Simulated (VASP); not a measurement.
The system is MnAs.

```
As Mn
1.0
     3.71000    0.00000    0.00000
    -1.85500    3.21295    0.00000
     0.00000    0.00000    5.69100
As Mn
2 2
Direct
  0.66667 0.33333 0.75000
  0.33333 0.66667 0.25000
  0.00000 0.00000 0.50000
  0.00000 0.00000 0.00000
```

Base run:

```yaml
Program: VASP 6.6.1
Functional: PBEsol
Potentials_or_basis: VASP PAW PBE potentials, release 64 (As, Mn_pv)
Cutoff: 520 eV
k_mesh: 8 × 8 × 5
Occupations: fermi-dirac, width 0.05 eV
Spin: collinear spin, ferromagnetic start
Starting_moments: "[0.0, 0.0, 4.0, 4.0] μB"
```

Its results: pressure -8.5 GPa; net moment 6.22 μB per cell; site moments As -0.12; Mn +3.16 μB.

The run is repeated on the same cell with these changes: functional from PBEsol to BLYP. What comes out?

Pressure 1.7 GPa; net moment 6.01 μB per cell; site moments As -0.12; Mn +3.07 μB.

BLYP binds less tightly than PBEsol, so the same cell stands under more pressure.

Caveats: the PAW data sets were made with another functional, which shifts forces and pressure a little; the run started ferromagnetic, and an antiferromagnetic order may lie lower in energy; the cell stands under tension (at least some runs).
